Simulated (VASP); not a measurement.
# MgB15N15 (a cell with a defect) in VASP: electric field gradients with PBE

Aim: the electric field gradients of MgB15N15 (a cell with a defect) with PBE.

Everything below comes from runs of VASP 6.6.1. Logs are shortened: lines on timing, memory, paths and dates and some standing lists are left out, and cuts for length are marked.

## Step 1: The cell of the first run

The cell holds a defect, 31 atoms: a = 6.277 Å, b = 6.277 Å, c = 6.277 Å, α = 109.47°, β = 109.47°, γ = 109.47°.

## Step 2: Electric field gradients, PBE, collinear spin

INCAR reads:

```
  PREC = Accurate
  ENCUT = 520
  EDIFF = 1E-8
  ISMEAR = -1
  SIGMA = 0.01
  LREAL = Auto
  LASPH = T
  NELM = 150
  ALGO = Normal
  ISIF = 2
  LWAVE = F
  LCHARG = F
  ISPIN = 2
  MAGMOM = 0.2 0.01 0 0.03 0.01 0 0 0 0 0 0 0.03 0 0 0.01 0.02 0.02 0.01 0.01 0.02 0 0 0 0.01 0 0 0 0.01 0 0 0
  LORBIT = 11
  NUPDOWN = 1.0
  GGA = PE
  LEFG = T
  NELECT = 123.0
  NBANDS = 86
```

KPOINTS reads:

```
Automatic mesh
0
Gamma
  2 2 2
  0.5 0.5 0.5
```

POSCAR reads:

```
MgB15N15
1.0
   -3.6241103844      3.6241103844     -3.6241103844
    3.6241103844      3.6241103844      3.6241103844
    3.6241103844     -3.6241103844     -3.6241103844
B Mg N
15 1 15
Direct
    0.0047155558      0.0039715470     -0.0160505288
    0.0067667660      0.2533481264      0.7569350483
    0.0083345964      0.5062336232      0.5047499289
   -0.0153819215      0.7370366645      0.2502781573
    0.2540943546      0.0059983896      0.7569378684
    0.2515653091      0.5090861235      0.2565963862
    0.2508558761      0.7528925533      0.0021665266
    0.5069854808      0.0075728174      0.5047457509
    0.5098425104      0.2508022979      0.2565999969
    0.4951107600      0.4943444501     -0.0010566493
    0.5001411319      0.7518810859      0.7494075188
    0.7377724025     -0.0162019201      0.2502264302
    0.7536589161      0.2500955024      0.0021735968
    0.7526253128      0.4993581110      0.7493971420
    0.7507895813      0.7500331011      0.5043427026
    0.1769532051      0.1762495466      0.4195918153
    0.0012119805      0.2566597227      0.0017348665
    0.0078453028      0.5052304001      0.7553534138
   -0.0025303435      0.7509611007      0.5042489531
    0.2574111895      0.0004485619      0.0017348442
    0.2498198905      0.2490621786      0.7733660523
    0.2532228803      0.5296972803      0.5024353923
    0.2477492520      0.7603535353      0.2510472451
    0.5060044726      0.0070922310      0.7553646146
    0.5304237087      0.2524467303      0.5024154224
    0.5041043890      0.5033461226      0.2563944848
    0.4994404623      0.7473007063      0.0009817257
    0.7517224977     -0.0032961399      0.5042405710
    0.7611176531      0.2469888887      0.2510464511
    0.7480715592      0.4987041040      0.0009944444
    0.7518269100      0.7510750007      0.7522182841
```

Potentials or basis: VASP PAW PBE potentials, release 64 (B, Mg, N).

Run with:

```
> cat potpaw_PBE.64/B/POTCAR potpaw_PBE.64/Mg/POTCAR potpaw_PBE.64/N/POTCAR > POTCAR
> mpirun -np 1 vasp_std > vasp.out
```

OUTCAR:

```text
PREC = Accurate
   ENCUT = 520
   EDIFF = 1E-8
   ISMEAR = -1
   LREAL = Auto
   LASPH = T
   NELM = 150
   ISIF = 2
   ISPIN = 2
   LORBIT = 11
   NUPDOWN = 1.0
   GGA = PE
   NELECT = 123.0

 ion  position               nearest neighbor table
   1  0.005  0.004  0.984-  31 1.55  17 1.56  20 1.56  16 2.26
   2  0.007  0.253  0.757-  21 1.50  17 1.54  18 1.58  28 1.60  16 2.65
   3  0.008  0.506  0.505-  22 1.50  19 1.56  18 1.58  29 1.59  16 2.61
   4  0.985  0.737  0.250-  30 1.52  19 1.54  23 1.61  16 2.27
   5  0.254  0.006  0.757-  21 1.50  20 1.54  24 1.58  19 1.60  16 2.65
   6  0.252  0.509  0.257-  22 1.50  17 1.59  23 1.60  26 1.60  16 2.59
   7  0.251  0.753  0.002-  20 1.54  18 1.54  23 1.55  27 1.57
   8  0.507  0.008  0.505-  25 1.50  28 1.56  24 1.58  23 1.59  16 2.61
   9  0.510  0.251  0.257-  25 1.50  20 1.59  29 1.60  26 1.60  16 2.59
  10  0.495  0.494  0.999-  21 1.50  30 1.57  27 1.57  26 1.58
  11  0.500  0.752  0.749-  22 1.51  31 1.58  24 1.58  27 1.59
  12  0.738  0.984  0.250-  27 1.52  28 1.54  29 1.61  16 2.27
  13  0.754  0.250  0.002-  17 1.54  24 1.54  29 1.55  30 1.57
  14  0.753  0.499  0.749-  25 1.51  31 1.58  18 1.58  30 1.59
  15  0.751  0.750  0.504-  28 1.55  19 1.55  26 1.55  31 1.55
  16  0.177  0.176  0.420-  22 1.94  25 1.94  21 1.96   1 2.26  12 2.27   4 2.27   6 2.59   9 2.59
                             3 2.61   8 2.61   2 2.65   5 2.65  29 2.72  23 2.72
  17  0.001  0.257  0.002-  13 1.54   2 1.54   1 1.56   6 1.59
  18  0.008  0.505  0.755-   7 1.54   3 1.58  14 1.58   2 1.58
  19  0.997  0.751  0.504-   4 1.54  15 1.55   3 1.56   5 1.60
  20  0.257  0.000  0.002-   7 1.54   5 1.54   1 1.56   9 1.59
  21  0.250  0.249  0.773-  10 1.50   2 1.50   5 1.50  16 1.96
  22  0.253  0.530  0.502-   3 1.50   6 1.50  11 1.51  16 1.94
  23  0.248  0.760  0.251-   7 1.55   8 1.59   6 1.60   4 1.61  16 2.72
  24  0.506  0.007  0.755-  13 1.54   8 1.58  11 1.58   5 1.58
  25  0.530  0.252  0.502-   8 1.50   9 1.50  14 1.51  16 1.94
  26  0.504  0.503  0.256-  15 1.55  10 1.58   6 1.60   9 1.60
  27  0.499  0.747  0.001-  12 1.52  10 1.57   7 1.57  11 1.59
  28  0.752  0.997  0.504-  12 1.54  15 1.55   8 1.56   2 1.60
  29  0.761  0.247  0.251-  13 1.55   3 1.59   9 1.60  12 1.61  16 2.72
  30  0.748  0.499  0.001-   4 1.52  10 1.57  13 1.57  14 1.59
  31  0.752  0.751  0.752-   1 1.55  15 1.55  11 1.58  14 1.58

  LATTYP: Found a body centered cubic cell.
 ALAT       =     7.2482207688

  Lattice vectors:

 A1 = (  -3.6241103844,   3.6241103844,  -3.6241103844)
 A2 = (   3.6241103844,   3.6241103844,   3.6241103844)
 A3 = (   3.6241103844,  -3.6241103844,  -3.6241103844)

Analysis of symmetry for initial positions (statically):
=====================================================================
 Subroutine PRICEL returns:
 Original cell was already a primitive cell.

 Routine SETGRP: Setting up the symmetry group for a
 body centered cubic supercell.

 Subroutine GETGRP returns: Found  1 space group operations
 (whereof  1 operations were pure point group operations)
 out of a pool of 48 trial point group operations.

The static configuration has the point symmetry C_1 .

Analysis of symmetry for dynamics (positions and initial velocities):
=====================================================================
 Subroutine PRICEL returns:
 Original cell was already a primitive cell.

 Routine SETGRP: Setting up the symmetry group for a
 body centered cubic supercell.

 Subroutine GETGRP returns: Found  1 space group operations
 (whereof  1 operations were pure point group operations)
 out of a pool of 48 trial point group operations.

The dynamic configuration has the point symmetry C_1 .

Analysis of structural, dynamic, and magnetic symmetry:
=====================================================================
 Subroutine PRICEL returns:
 Original cell was already a primitive cell.

 Routine SETGRP: Setting up the symmetry group for a
 body centered cubic supercell.

 Subroutine GETGRP returns: Found  1 space group operations
 (whereof  1 operations were pure point group operations)
 out of a pool of 48 trial point group operations.

The overall configuration has the point symmetry C_1 .

 Subroutine INISYM returns: Found  1 space group operations
 (whereof  1 operations are pure point group operations),
 and found     1 'primitive' translations

[... 178 lines left out ...]

 E-fermi :   7.8073     XC(G=0): -12.6968

 val. band max:       10.4541067386   @ k =   0.2500   0.2500   0.2500
 cond. band min:      11.0761453495   @ k =  -0.2500   0.2500   0.2500
 fundamental gap:      0.6220386109
 Fermi energy:        10.6819127906

 spin component 1

 k-point     1 :       0.2500    0.2500    0.2500
  band No.  band energies     occupation
      1     -11.7982      1.00000
      2     -11.7882      1.00000
      3     -11.6292      1.00000
      4     -10.8820      1.00000
      5      -8.7695      1.00000
      6      -8.7180      1.00000
[... 293 lines left out ...]
     72      16.2922      0.00000
     73      16.3469      0.00000
 Fermi energy:         7.8073111699

 spin component 2

 k-point     1 :       0.2500    0.2500    0.2500
  band No.  band energies     occupation
      1     -11.7711      1.00000
      2     -11.7635      1.00000
      3     -11.6077      1.00000
      4     -10.8518      1.00000
      5      -8.7351      1.00000
      6      -8.6945      1.00000
[... 293 lines left out ...]
     72      16.3659      0.00000
     73      16.4078      0.00000
 [bands above 73 left out]

------------------------ aborting loop because EDIFF is reached ----------------------------------------

  FORCE on cell =-STRESS in cart. coord.  units (eV):
  Direction    XX          YY          ZZ          XY          YZ          ZX
  --------------------------------------------------------------------------------------
  -------------------------------------------------------------------------------------
  Total       23.0792499     32.9449270     23.0869156     -4.9607576      4.9722141     -1.2814213
  in kB      194.2084087    277.2265940    194.2729145    -41.7440276     41.8404316    -10.7829674
  external PRESSURE =     221.9026391 kB  Pullay stress =       0.0000000 kB

 VOLUME and BASIS-vectors are now :
 -----------------------------------------------------------------------------
  energy-cutoff  :      520.00
  volume of cell :      190.40
      direct lattice vectors                 reciprocal lattice vectors
    -3.624110384  3.624110384 -3.624110384     0.000000000  0.137964893 -0.137964893
     3.624110384  3.624110384  3.624110384     0.137964893  0.137964893  0.000000000
     3.624110384 -3.624110384 -3.624110384     0.137964893  0.000000000 -0.137964893

 POSITION                                       TOTAL-FORCE (eV/Angst)
 -----------------------------------------------------------------------------------
      3.56325     -3.53446     -3.56864        -0.008026     -0.030447      0.006528
      3.63685     -1.80053     -1.84958         0.048315      0.079906      0.090973
      3.63371      0.03558     -0.02483         0.102924     -0.027441     -0.010642
      0.00977      5.33243     -1.80430         0.085302     -0.013537      0.066078
      1.84410     -1.80062     -3.64235        -0.092166      0.082428     -0.049069
      1.86322      1.82675      0.00335        -0.009079      0.129026      0.007623
[... 23 lines left out ...]
     -0.90013      4.51485     -0.90734         0.003722     -0.009476     -0.054753
      2.72340      2.72056     -2.72885         0.029317      0.058629     -0.030963
 -----------------------------------------------------------------------------------
    total drift:                               -0.006224     -0.002645      0.008396

  FREE ENERGIE OF THE ION-ELECTRON SYSTEM (eV)
  ---------------------------------------------------
  free  energy   TOTEN  =      -247.5739666699 eV

  energy  without entropy=     -247.5739666699  energy(sigma->0) =     -247.57396667

 Electric field gradients (V/A^2)
---------------------------------------------------------------------
 ion       V_xx      V_yy      V_zz      V_xy      V_xz      V_yz
---------------------------------------------------------------------
   1      -1.454     2.907    -1.452     4.240     8.036    -4.246
   2      -0.444     1.626    -1.181     4.749    -3.579     2.058
   3       0.228    -1.986     1.758     4.087    -3.269     2.632
   4      -2.425     1.963     0.463    -1.444     6.028     1.906
   5      -1.179     1.625    -0.445    -2.060    -3.571    -4.751
   6      -2.605     1.835     0.769     4.287     4.455    -2.451
[... 23 lines left out ...]
  30       0.583    -1.639     1.056     0.933    -0.461     2.805
  31      -0.940     1.890    -0.950     1.337     1.254    -1.331
---------------------------------------------------------------------

 Electric field gradients after diagonalization (V/A^2)
 (convention: |V_zz| > |V_xx| > |V_yy|)
----------------------------------------------------------------------
 ion       V_xx      V_yy      V_zz     asymmetry (V_yy - V_xx)/ V_zz
----------------------------------------------------------------------
   1       6.583     5.335   -11.918       0.105
   2       5.534     1.563    -7.097       0.559
   3       4.427     2.599    -7.026       0.260
   4       5.340     2.394    -7.733       0.381
   5       5.533     1.561    -7.094       0.560
   6       4.489     3.628    -8.117       0.106
[... 23 lines left out ...]
  30       2.826     0.830    -3.656       0.546
  31       2.628     0.309    -2.937       0.790
----------------------------------------------------------------------

           NMR quadrupolar parameters

 Cq : quadrupolar parameter    Cq=e*Q*V_zz/h
 eta: asymmetry parameters     (V_yy - V_xx)/ V_zz
 Q  : nuclear electric quadrupole moment in mb (millibarn)
----------------------------------------------------------------------
 ion       Cq(MHz)       eta       Q (mb)
----------------------------------------------------------------------
   1      -0.029       0.105       1.000
   2      -0.017       0.559       1.000
   3      -0.017       0.260       1.000
   4      -0.019       0.381       1.000
   5      -0.017       0.560       1.000
   6      -0.020       0.106       1.000
[... 23 lines left out ...]
  30      -0.009       0.546       1.000
  31      -0.007       0.790       1.000
----------------------------------------------------------------------

 total charge

# of ion       s       p       d       tot
------------------------------------------
    1        0.679   1.367   0.000   2.046
    2        0.687   1.391   0.000   2.078
    3        0.686   1.392   0.000   2.078
    4        0.681   1.309   0.000   1.990
    5        0.687   1.391   0.000   2.078
    6        0.679   1.359   0.000   2.039
[... 23 lines left out ...]
   30        1.216   2.765   0.000   3.980
   31        1.214   2.764   0.000   3.979
--------------------------------------------------
tot         28.770  62.517   0.107  91.394

 magnetization (x)

# of ion       s       p       d       tot
------------------------------------------
    1        0.053   0.275   0.000   0.327
    2        0.004   0.010   0.000   0.014
    3        0.002   0.005   0.000   0.007
    4        0.010   0.041   0.000   0.052
    5        0.004   0.010   0.000   0.014
    6        0.001   0.002   0.000   0.003
[... 23 lines left out ...]
   30       -0.000  -0.000   0.000  -0.000
   31       -0.000   0.002   0.000   0.002
--------------------------------------------------
tot          0.108   0.493   0.016   0.616
```

Run time: 16 min. Hardware: 1 thread of Intel Xeon 8259CL, shared host; peak memory 0.45 GiB.

What came out:

```
Free energy                                           : -247.5740 eV
Largest force                                         : 0.234 eV/Å
Net moment                                            : 1.00 μB per cell
Site moments                                          : B +0.33, +0.01, +0.05, +0.00 (each value once); Mg +0.04; N +0.01, +0.00, -0.00 (each value once) μB
Largest electric field gradient by atom               : B -11.9, -7.1, -7.0, -7.7, -8.1, +2.8, -6.8, -6.6, -7.8, -1.3 (each value once); Mg +18.8; N -8.8, -6.0, -6.5, -59.0, -59.7, +16.6, -59.6, +11.5, -3.7, -2.9 (each value once) V/Å²
Valence electrons inside the program's atomic spheres : B 2.05, 2.08, 1.99, 2.04, 2.09, 2.07, 2.11 (each value once); Mg 0.63; N 3.99, 3.98, 4.06, 3.94, 3.96 (each value once)
```

Forces on the atoms (eV/Å):
```
B   -0.008 -0.030  0.007
B    0.048  0.080  0.091
B    0.103 -0.027 -0.011
B    0.085 -0.014  0.066
B   -0.092  0.082 -0.049
B   -0.009  0.129  0.008
B   -0.065 -0.008 -0.010
B    0.010 -0.027 -0.103
B   -0.009  0.129  0.011
B    0.019 -0.035 -0.018
B    0.061  0.047 -0.011
B   -0.061 -0.011 -0.087
B    0.011 -0.007  0.068
B    0.013  0.050 -0.060
B   -0.051 -0.082  0.050
Mg   0.026 -0.005 -0.031
N    0.009 -0.082 -0.120
N   -0.033 -0.004  0.000
N   -0.044 -0.002  0.048
N    0.120 -0.083 -0.009
N   -0.108  0.153  0.108
N   -0.158 -0.118 -0.127
N   -0.015 -0.012  0.031
N    0.001 -0.004  0.036
N    0.128 -0.118  0.156
N    0.013 -0.032 -0.014
N    0.052 -0.008 -0.005
N   -0.049 -0.001  0.045
N   -0.032 -0.013  0.014
N    0.004 -0.009 -0.055
N    0.029  0.059 -0.031
```

Electric field gradients, principal values (V/Å²):
```csv
atom,least,middle,greatest (by size)
1 B,5.335,6.583,-11.918
2 B,1.563,5.534,-7.097
3 B,2.599,4.427,-7.026
4 B,2.394,5.340,-7.733
5 B,1.561,5.533,-7.094
6 B,3.628,4.489,-8.117
7 B,-0.020,-2.795,2.815
8 B,2.605,4.424,-7.029
9 B,3.631,4.492,-8.123
10 B,2.515,4.329,-6.843
11 B,1.958,4.610,-6.568
12 B,2.406,5.346,-7.752
13 B,-0.024,-2.798,2.823
14 B,1.963,4.609,-6.572
15 B,0.650,0.695,-1.345
16 Mg,-0.067,-18.741,18.808
17 N,1.295,7.517,-8.812
18 N,2.489,3.524,-6.013
19 N,2.112,4.425,-6.537
20 N,1.294,7.524,-8.818
21 N,28.126,30.877,-59.002
22 N,28.473,31.196,-59.669
23 N,-4.415,-12.203,16.618
24 N,2.495,3.530,-6.024
25 N,28.462,31.183,-59.645
26 N,-3.942,-7.545,11.487
27 N,0.828,2.831,-3.659
28 N,2.113,4.432,-6.545
29 N,-4.412,-12.211,16.623
30 N,0.830,2.826,-3.656
31 N,0.309,2.628,-2.937
```

Caveat: the k points lie up to 0.61 Å⁻¹ apart; the cell carries a net charge on a neutralising background, which shifts energy and pressure; the cell is charged against a uniform background, so pressure and absolute levels hang on convention; without QUAD_EFG the Cq values of the log hold for a quadrupole moment of 1 mb, not for the nuclei; the total moment is fixed, so each spin has its own Fermi level and the state may be an excited one.
